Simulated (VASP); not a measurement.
Cr, 1 atom in the cell. It takes space group Pm-3m (No. 221, cubic). The conventional cell has a = 2.246 Å, b = 2.246 Å, c = 2.246 Å, α = 90.00°, β = 90.00°, γ = 90.00°. Cr (site symmetry m-3m) has 6 Cr at 2.25 Å within 3.0 Å. 

- Program: VASP 6.6.1
- Task: single point
- Functional: PBE
- Potentials or basis: VASP PAW PBE potentials, release 64 (Cr_pv)
- Cutoff: 520 eV
- k mesh: 9 × 9 × 9
- Occupations: fermi-dirac, width 0.05 eV
- Spin: collinear spin, ferromagnetic start
- Starting moments: [3.0] μB
- Dipole correction: no
- Further INCAR settings: ALGO = Normal; EDIFF = 1e-06; NBANDS = 16

Potentials or basis: VASP PAW PBE potentials, release 64 (Cr_pv).

Command:

```console
$ cat potpaw_PBE.64/Cr_pv/POTCAR > POTCAR
$ mpirun -np 1 vasp_std > vasp.out
```

Hardware: 1 thread of Intel(R) Xeon(R) 6975P-C (Granite Rapids), with other jobs on the host.

**Question.** How long does it take, and how much memory?

**Answer.** It took 5.9 s on 1 thread of Intel(R) Xeon(R) 6975P-C (Granite Rapids) (shared host), peak memory 0.13 GiB. Counts: scf iterations 14, k points 35.
